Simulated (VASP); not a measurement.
# NaCl (Fm-3m) in VASP: a series of runs

Aim: see how the results for NaCl move with the level of theory and the settings. Levels: PBE-based screened hybrid with 5 % exact exchange, PBE-based screened hybrid with 10 % exact exchange, PBE-based screened hybrid with 15 % exact exchange, PBE-based screened hybrid with 20 % exact exchange, PBE-based screened hybrid with 25 % exact exchange. Tasks: single point.

All numbers are computed with VASP 6.6.1; they aren't measurements. Logs are shortened: lines on timing, memory, paths and dates and some standing lists are left out, and cuts for length are marked.

## Step 1: The cell of the first run

The structure is cubic, space group Fm-3m (No. 225). The conventional cell has a = 5.588 Å, b = 5.588 Å, c = 5.588 Å, α = 90.00°, β = 90.00°, γ = 90.00°. Within 3.7 Å of Cl (site symmetry m-3m) lie 6 Na at 2.79 Å. Na (site symmetry m-3m) has 6 Cl at 2.79 Å within 3.7 Å.

## Step 2: Single point, PBE-based screened hybrid with 5 % exact exchange

The input, POSCAR:

```
NaCl
1.0
    0.0000000000      2.7940632177      2.7940632177
    2.7940632177      0.0000000000      2.7940632177
    2.7940632177      2.7940632177      0.0000000000
Cl Na
1 1
Direct
    0.5000000000      0.5000000000      0.5000000000
    0.0000000000      0.0000000000      0.0000000000
```

The input, INCAR.step1:

```
SYSTEM = NaCl
ALGO = Normal
EDIFF = 1E-5
ENCUT = 520
GGA = PE
ISIF = 2
ISMEAR = -1
LASPH = .TRUE.
LCHARG = .FALSE.
LREAL = .FALSE.
LWAVE = .TRUE.
NBANDS = 14
NELM = 80
PREC = Accurate
SIGMA = 0.05
```

The input, INCAR.step2:

```
SYSTEM = NaCl
AEXX = 0.05
ALGO = Normal
EDIFF = 1E-7
ENCUT = 520
GGA = PE
HFSCREEN = 0.2
ISIF = 2
ISMEAR = -1
ISTART = 1
LASPH = .TRUE.
LCHARG = .FALSE.
LHFCALC = .TRUE.
LREAL = .FALSE.
LWAVE = .FALSE.
NBANDS = 14
NELM = 80
PREC = Accurate
PRECFOCK = Normal
SIGMA = 0.05
```

The input, KPOINTS:

```
k-points
0
G
  4 4 4
  0 0 0
```

Potentials or basis: VASP PAW PBE potentials, release 64 (Cl, Na_pv).

Launch:

```sh
> cat potpaw_PBE.64/Cl/POTCAR potpaw_PBE.64/Na_pv/POTCAR > POTCAR
> cp INCAR.step1 INCAR
> mpirun -np 1 vasp_std > vasp.out
> cp INCAR.step2 INCAR
> mpirun -np 1 vasp_std > vasp.out
```

OUTCAR:

```text
SYSTEM = NaCl
   AEXX = 0.05
   EDIFF = 1E-7
   ENCUT = 520
   GGA = PE
   HFSCREEN = 0.2
   ISIF = 2
   ISMEAR = -1
   ISTART = 1
   LASPH = .TRUE.
   LHFCALC = .TRUE.
   LREAL = .FALSE.
   NELM = 80
   PREC = Accurate
   PRECFOCK = Normal

 ion  position               nearest neighbor table
   1  0.500  0.500  0.500-
   2  0.000  0.000  0.000-

  LATTYP: Found a face centered cubic cell.
 ALAT       =     5.5881264354

  Lattice vectors:

 A1 = (   0.0000000000,   2.7940632177,   2.7940632177)
 A2 = (   2.7940632177,   0.0000000000,   2.7940632177)
 A3 = (   2.7940632177,   2.7940632177,   0.0000000000)

Analysis of symmetry for initial positions (statically):
=====================================================================
 Subroutine PRICEL returns:
 Original cell was already a primitive cell.

 Routine SETGRP: Setting up the symmetry group for a
 face centered cubic supercell.

 Subroutine GETGRP returns: Found 48 space group operations
 (whereof 48 operations were pure point group operations)
 out of a pool of 48 trial point group operations.

The static configuration has the point symmetry O_h .

Analysis of symmetry for dynamics (positions and initial velocities):
=====================================================================
 Subroutine PRICEL returns:
 Original cell was already a primitive cell.

 Routine SETGRP: Setting up the symmetry group for a
 face centered cubic supercell.

 Subroutine GETGRP returns: Found 48 space group operations
 (whereof 48 operations were pure point group operations)
 out of a pool of 48 trial point group operations.

The dynamic configuration has the point symmetry O_h .

 Subroutine INISYM returns: Found 48 space group operations
 (whereof 48 operations are pure point group operations),
 and found     1 'primitive' translations

----------------------------------------------------------------------------------------

                                     Primitive cell

  volume of cell :      43.6253

  direct lattice vectors                    reciprocal lattice vectors
     0.000000000  2.794063218  2.794063218    -0.178950854  0.178950854  0.178950854
     2.794063218  0.000000000  2.794063218     0.178950854 -0.178950854  0.178950854
     2.794063218  2.794063218  0.000000000     0.178950854  0.178950854 -0.178950854

  length of vectors
     3.951402097  3.951402097  3.951402097     0.309951972  0.309951972  0.309951972

[... 80 lines left out ...]
   IALGO  =     38    algorithm
   IMIX   =      1    mixing-type and parameters
     AMIX     =   0.40;   BMIX     =  1.00
     AMIX_MAG =   1.60;   BMIX_MAG =  1.00
  volume/ion in A,a.u.               =      21.81       147.20
  Fermi-wavevector in a.u.,A,eV,Ry     =   1.120825  2.118053 17.092312  1.256249
  Thomas-Fermi vector in A             =   2.257475
   LORBIT       =      0    0 simple, 1 ext, 2 COOP (PROOUT), +10 PAW based schemes
   GGA     = PE    functional components
   LHFCALC =     T    Hartree Fock is set to
   PRECFOCK=normal    Normal, Fast or Accurate (Low or Medium for compatibility)
   ENCUT4O =  -1.0   cutoff for four orbital integrals eV
   NKREDX  =     1    reduce k-point grid by
   NKREDY  =     1    reduce k-point grid by
   NKREDZ  =     1    reduce k-point grid by
   AEXX    =    0.0500 exact exchange contribution
   HFSCREEN=    0.2000 screening length (either q_TF or 0.3 A-1)
   HFSCREENC=   0.2000 screening length for correlation (either q_TF or 0.3 A-1)
   ENCUTFOCK=  -1.0 apply spherical cutoff to Coloumb kernel
   IVDW    =     0    specifies the selected vdW correction
   LEPSILON=     F    determine dielectric tensor
   LRPA    =     F    only Hartree local field effects (RPA)
 non-spin polarized calculation
  energy-cutoff  :      520.00
  volume of cell :       43.63
 maximum number of plane-waves:      1211
 NGX is ok and might be reduce to    30
  NGX = 24; NGY = 24; NGZ = 24

 number of electron      14.0000007 magnetization

 Free energy of the ion-electron system (eV)
  ---------------------------------------------------
  ext. energy  EPLUGINS =         0.00000000
  ---------------------------------------------------
  free energy    TOTEN  =        -6.98546458 eV

  energy without entropy =       -6.98546458  energy(sigma->0) =       -6.98546458

 E-fermi :   0.3590     XC(G=0):  -8.0030

 val. band max:       -0.7662527146   @ k =   0.0000   0.0000   0.0000
 cond. band min:       4.7252089294   @ k =   0.0000   0.0000   0.0000
 fundamental gap:      5.4914616440
 Fermi energy:         0.3590193821

 k-point     1 :       0.0000    0.0000    0.0000
  band No.  band energies     occupation
      1     -21.9485      2.00000
      2     -21.9485      2.00000
      3     -21.9485      2.00000
      4     -13.7301      2.00000
      5      -0.7663      2.00000
      6      -0.7663      2.00000
      7      -0.7663      2.00000
      8       4.7252      0.00000
      9      10.6855      0.00000
     10      10.6855      0.00000
     11      10.6855      0.00000
     12      12.9164      0.00000
     13      12.9164      0.00000
     14      14.5128      0.00000
[... 105 lines left out ...]
      1     -21.9642      2.00000
      2     -21.9642      2.00000
      3     -21.9599      2.00000
      4     -13.2880      2.00000
      5      -2.0251      2.00000
      6      -2.0251      2.00000
      7      -1.5651      2.00000
      8       8.4823      0.00000
      9       9.3029      0.00000
     10       9.3029      0.00000
     11      11.0508      0.00000
     12      15.5082      0.00000
     13      15.5082      0.00000
     14      16.0883      0.00000

------------------------ aborting loop because EDIFF is reached ----------------------------------------

  FORCE on cell =-STRESS in cart. coord.  units (eV):
  Direction    XX          YY          ZZ          XY          YZ          ZX
  --------------------------------------------------------------------------------------
  -------------------------------------------------------------------------------------
  Total        0.3942553      0.3942553      0.3942553      0.0000000      0.0000000     -0.0000000
  in kB       14.4793616     14.4793616     14.4793616      0.0000000      0.0000000     -0.0000000
  external PRESSURE =      14.4793616 kB  Pullay stress =       0.0000000 kB

 VOLUME and BASIS-vectors are now :
 -----------------------------------------------------------------------------
  energy-cutoff  :      520.00
  volume of cell :       43.63
      direct lattice vectors                 reciprocal lattice vectors
     0.000000000  2.794063218  2.794063218    -0.178950854  0.178950854  0.178950854
     2.794063218  0.000000000  2.794063218     0.178950854 -0.178950854  0.178950854
     2.794063218  2.794063218  0.000000000     0.178950854  0.178950854 -0.178950854

 POSITION                                       TOTAL-FORCE (eV/Angst)
 -----------------------------------------------------------------------------------
      2.79406      2.79406      2.79406        -0.000000      0.000000     -0.000000
      0.00000      0.00000      0.00000         0.000000     -0.000000      0.000000
 -----------------------------------------------------------------------------------
    total drift:                                0.000000      0.000000      0.000000

  FREE ENERGIE OF THE ION-ELECTRON SYSTEM (eV)
  ---------------------------------------------------
  free  energy   TOTEN  =        -6.9854645830 eV

  energy  without entropy=       -6.9854645830  energy(sigma->0) =       -6.98546458
```

OUTCAR.step1:

```text
SYSTEM = NaCl
   EDIFF = 1E-5
   ENCUT = 520
   GGA = PE
   ISIF = 2
   ISMEAR = -1
   LASPH = .TRUE.
[... 338 lines left out ...]
      2.79406      2.79406      2.79406         0.000000     -0.000000     -0.000000
      0.00000      0.00000      0.00000        -0.000000      0.000000      0.000000
 -----------------------------------------------------------------------------------
    total drift:                               -0.000000      0.000000      0.000000

  FREE ENERGIE OF THE ION-ELECTRON SYSTEM (eV)
  ---------------------------------------------------
  free  energy   TOTEN  =        -6.7639030560 eV

  energy  without entropy=       -6.7639030559  energy(sigma->0) =       -6.76390306
```

Wall time 2 min (1 thread of Intel Xeon Platinum 8375C at 2.90GHz (Ice Lake), shared host); peak memory 0.26 GiB.

Results:

| Property | Result |
| --- | --- |
| Free energy | -6.9855 eV |
| Pressure | 1.4 GPa |
| Band gap on the k mesh | 5.49 eV |

Caveat: the k points lie up to 0.49 Å⁻¹ apart; the PAW data sets were made with another functional, which shifts forces and pressure a little.

## Step 3: Single point, PBE-based screened hybrid with 10 % exact exchange

POSCAR is that of step 2.

The input, INCAR.step1:

```
PREC     = Accurate       # precision mode
ENCUT    = 520            # plane-wave cutoff, eV
EDIFF    = 1E-5           # SCF threshold, eV
ISMEAR   = -1             # smearing method
SIGMA    = 0.05           # smearing width, eV
LREAL    = False          # projectors in reciprocal space
LASPH    = True           # aspherical terms in the spheres
NELM     = 60             # most SCF steps
ALGO     = Normal         # electronic algorithm
ISIF     = 2              # what is computed and relaxed
LWAVE    = True           # write WAVECAR
LCHARG   = False          # write CHGCAR
GGA      = PE             # functional
NBANDS   = 14             # bands
```

The input, INCAR.step2:

```
PREC     = Accurate       # precision mode
ENCUT    = 520            # plane-wave cutoff, eV
EDIFF    = 1E-7           # SCF threshold, eV
ISMEAR   = -1             # smearing method
SIGMA    = 0.05           # smearing width, eV
LREAL    = False          # projectors in reciprocal space
LASPH    = True           # aspherical terms in the spheres
NELM     = 60             # most SCF steps
ALGO     = Normal         # electronic algorithm
ISIF     = 2              # what is computed and relaxed
LWAVE    = False          # write WAVECAR
LCHARG   = False          # write CHGCAR
GGA      = PE             # functional
LHFCALC  = True           # exact exchange
AEXX     = 0.1            # exact-exchange fraction
HFSCREEN = 0.2            # screening, 1/A
PRECFOCK = Normal       
ISTART   = 1            
NBANDS   = 14             # bands
```

The input, KPOINTS:

```
Automatic mesh
0
Gamma
  4 4 4
```

Potentials or basis: VASP PAW PBE potentials, release 64 (Cl, Na_pv).

Launch:

```sh
> cat potpaw_PBE.64/Cl/POTCAR potpaw_PBE.64/Na_pv/POTCAR > POTCAR
> cp INCAR.step1 INCAR
> mpirun -np 1 vasp_std > vasp.out
> cp INCAR.step2 INCAR
> mpirun -np 1 vasp_std > vasp.out
```

It took 2.5 min on 1 thread of Intel Xeon Platinum 8375C at 2.90GHz (Ice Lake), shared host; peak memory 0.26 GiB.

Results (log left out):

- Free energy: -7.2088 eV
- Pressure: 1.3 GPa
- Band gap on the k mesh: 5.77 eV

Levels at points of the mesh, in eV from the valence-band top:
```tsv
k point	band 3	band 4	band 5	band 6	band 7	band 8	band 9	band 10	band 11	band 12
(0.00, 0.00, 0.00)	-21.60	-13.20	0.00	0.00	0.00	5.77	11.76	11.76	11.76	14.02
(0.50, 0.00, 0.00)	-21.60	-12.83	-2.06	-0.29	-0.29	7.87	11.51	11.66	11.66	15.81
(0.50, 0.50, 0.00)	-21.60	-12.77	-1.79	-0.64	-0.64	8.21	8.60	12.16	15.72	15.72
```

Caveat: the k points lie up to 0.49 Å⁻¹ apart; the PAW data sets were made with another functional, which shifts forces and pressure a little.

## Step 4: Single point, PBE-based screened hybrid with 15 % exact exchange

POSCAR is that of step 3.

The input, INCAR.step1:

```
PREC     = Accurate       # precision mode
ENCUT    = 520            # plane-wave cutoff, eV
EDIFF    = 1E-5           # SCF threshold, eV
ISMEAR   = -1             # smearing method
SIGMA    = 0.05           # smearing width, eV
LREAL    = F              # projectors in reciprocal space
LASPH    = T              # aspherical terms in the spheres
NELM     = 60             # most SCF steps
ALGO     = Normal         # electronic algorithm
ISIF     = 2              # what is computed and relaxed
LWAVE    = T              # write WAVECAR
LCHARG   = F              # write CHGCAR
NBANDS   = 14             # bands
GGA      = PE             # functional
```

The input, INCAR.step2:

```
PREC     = Accurate       # precision mode
ENCUT    = 520            # plane-wave cutoff, eV
EDIFF    = 1E-6           # SCF threshold, eV
ISMEAR   = -1             # smearing method
SIGMA    = 0.05           # smearing width, eV
LREAL    = F              # projectors in reciprocal space
LASPH    = T              # aspherical terms in the spheres
NELM     = 60             # most SCF steps
ALGO     = Normal         # electronic algorithm
ISIF     = 2              # what is computed and relaxed
LWAVE    = F              # write WAVECAR
LCHARG   = F              # write CHGCAR
GGA      = PE             # functional
LHFCALC  = T              # exact exchange
AEXX     = 0.15           # exact-exchange fraction
HFSCREEN = 0.2            # screening, 1/A
PRECFOCK = Normal       
NBANDS   = 14             # bands
ISTART   = 1
```

KPOINTS is that of step 3.

Launch:

```sh
> cat potpaw_PBE.64/Cl/POTCAR potpaw_PBE.64/Na_pv/POTCAR > POTCAR
> cp INCAR.step1 INCAR
> mpirun -np 1 vasp_std > vasp.out
> cp INCAR.step2 INCAR
> mpirun -np 1 vasp_std > vasp.out
```

Run time: 2.3 min. Hardware: 1 thread of Intel Xeon Platinum 8375C at 2.90GHz (Ice Lake), shared host; peak memory 0.26 GiB.

The run converged. Its results:

```
Free energy            : -7.4338 eV
Pressure               : 1.2 GPa
Band gap on the k mesh : 6.05 eV
```

Levels at points of the mesh, in eV from the valence-band top:
```csv
k point,band 5,band 6,band 7,band 8,band 9,band 10
"(0.00, 0.00, 0.00)",0.00,0.00,0.00,6.05,12.06,12.06
"(0.50, 0.00, 0.00)",-2.09,-0.29,-0.29,8.15,11.84,11.97
"(0.50, 0.50, 0.00)",-1.81,-0.65,-0.65,8.50,8.87,12.48
```

Caveat: the k points lie up to 0.49 Å⁻¹ apart; the PAW data sets were made with another functional, which shifts forces and pressure a little.

## Step 5: Single point, PBE-based screened hybrid with 20 % exact exchange

POSCAR is that of step 4.

The input, INCAR.step1:

```
SYSTEM = NaCl
PREC = Accurate
ENCUT = 520
EDIFF = 1E-5
ISMEAR = -1
SIGMA = 0.05
LREAL = .FALSE.
LASPH = .TRUE.
NELM = 60
ALGO = Normal
ISIF = 2
LWAVE = .TRUE.
LCHARG = .FALSE.
NBANDS = 14
GGA = PE
```

The input, INCAR.step2:

```
SYSTEM = NaCl
PREC = Accurate
ENCUT = 520
EDIFF = 1E-6
ISMEAR = -1
SIGMA = 0.05
LREAL = .FALSE.
LASPH = .TRUE.
NELM = 60
ALGO = Normal
ISIF = 2
LWAVE = .FALSE.
LCHARG = .FALSE.
GGA = PE
LHFCALC = .TRUE.
AEXX = 0.2
HFSCREEN = 0.2
PRECFOCK = Normal
NBANDS = 14
ISTART = 1
```

The input, KPOINTS:

```
regular mesh
0
G
  4 4 4
  0 0 0
```

Launch:

```sh
> cat potpaw_PBE.64/Cl/POTCAR potpaw_PBE.64/Na_pv/POTCAR > POTCAR
> cp INCAR.step1 INCAR
> mpirun -np 1 vasp_std > vasp.out
> cp INCAR.step2 INCAR
> mpirun -np 1 vasp_std > vasp.out
```

Run time: 2.3 min. Hardware: 1 thread of Intel Xeon Platinum 8375C at 2.90GHz (Ice Lake), shared host; peak memory 0.26 GiB.

Results (log left out):

```
Free energy            : -7.6605 eV
Pressure               : 1.2 GPa
Band gap on the k mesh : 6.33 eV
```

Levels at points of the mesh, in eV from the valence-band top:
| k point | band 3 | band 4 | band 5 | band 6 | band 7 | band 8 | band 9 | band 10 | band 11 | band 12 |
| --- | --- | --- | --- | --- | --- | --- | --- | --- | --- | --- |
| (0.00, 0.00, 0.00) | -22.42 | -13.68 | 0.00 | 0.00 | 0.00 | 6.33 | 12.37 | 12.37 | 12.37 | 14.70 |
| (0.50, 0.00, 0.00) | -22.42 | -13.29 | -2.11 | -0.30 | -0.30 | 8.42 | 12.18 | 12.28 | 12.28 | 16.46 |
| (0.50, 0.50, 0.00) | -22.43 | -13.24 | -1.84 | -0.66 | -0.66 | 8.80 | 9.14 | 12.81 | 16.42 | 16.42 |

Caveat: the k points lie up to 0.49 Å⁻¹ apart; the PAW data sets were made with another functional, which shifts forces and pressure a little.

## Step 6: Single point, PBE-based screened hybrid with 25 % exact exchange

POSCAR is that of step 5.

The input, INCAR.step1:

```
SYSTEM = NaCl
PREC = Accurate ; ENCUT = 520
EDIFF = 1E-5 ; ISMEAR = -1
SIGMA = 0.05 ; LREAL = .False.
LASPH = .True. ; NELM = 80
ALGO = Normal ; ISIF = 2
LWAVE = .True. ; NBANDS = 14
GGA = PE
```

The input, INCAR.step2:

```
SYSTEM = NaCl
PREC = Accurate ; ENCUT = 520
EDIFF = 1E-6 ; ISMEAR = -1
SIGMA = 0.05 ; LREAL = .False.
LASPH = .True. ; NELM = 80
ALGO = Normal ; ISIF = 2
LWAVE = .False. ; LCHARG = .True.
GGA = PE ; LHFCALC = .True.
AEXX = 0.25 ; HFSCREEN = 0.2
PRECFOCK = Normal ; LELF = .True.
LVHAR = .True. ; NBANDS = 14
ISTART = 1
```

The input, KPOINTS:

```
Automatic mesh
0
Gamma
  4 4 4
  0 0 0
```

Potentials or basis: VASP PAW PBE potentials, release 64 (Cl, Na_pv).

Launch:

```sh
> cat potpaw_PBE.64/Cl/POTCAR potpaw_PBE.64/Na_pv/POTCAR > POTCAR
> cp INCAR.step1 INCAR
> mpirun -np 1 vasp_std > vasp.out
> cp INCAR.step2 INCAR
> mpirun -np 1 vasp_std > vasp.out
```

Wall time 2.4 min (1 thread of Intel Xeon Platinum 8375C at 2.90GHz (Ice Lake), shared host); peak memory 0.26 GiB.

The run converged. Its results:

| Quantity | Value |
| --- | --- |
| Free energy | -7.8888 eV |
| Pressure | 1.0 GPa |
| Band gap on the k mesh | 6.61 eV |

Levels at points of the mesh, in eV from the valence-band top:
| k point | band 5 | band 6 | band 7 | band 8 | band 9 | band 10 |
| --- | --- | --- | --- | --- | --- | --- |
| (0.00, 0.00, 0.00) | 0.00 | 0.00 | 0.00 | 6.61 | 12.68 | 12.68 |
| (0.50, 0.00, 0.00) | -2.13 | -0.30 | -0.30 | 8.70 | 12.51 | 12.60 |
| (0.50, 0.50, 0.00) | -1.86 | -0.67 | -0.67 | 9.10 | 9.41 | 13.13 |

Caveat: the k points lie up to 0.49 Å⁻¹ apart; the PAW data sets were made with another functional, which shifts forces and pressure a little.

## Step 7: Overview

| level | share of exact exchange | gap on the mesh (eV) | pressure (GPa) |
| --- | --- | --- | --- |
| PBE-based screened hybrid with 5 % exact exchange | 0.05 | 5.49 | 1.4 |
| PBE-based screened hybrid with 10 % exact exchange | 0.1 | 5.77 | 1.3 |
| PBE-based screened hybrid with 15 % exact exchange | 0.15 | 6.05 | 1.2 |
| PBE-based screened hybrid with 20 % exact exchange | 0.2 | 6.33 | 1.2 |
| PBE-based screened hybrid with 25 % exact exchange | 0.25 | 6.61 | 1.0 |

Alike in all rows: task single point; potentials or basis VASP PAW PBE potentials, release 64 (Cl, Na_pv); no spin polarisation; cell as given; k mesh 4 × 4 × 4; cutoff (eV) 520; smearing fermi-dirac 0.05 eV.

Caveats: all runs use coarse meshes; the PAW data sets were made with another functional, which shifts forces and pressure a little.

Total energies depend on the potentials used, so only differences within one code and one set of settings carry meaning.
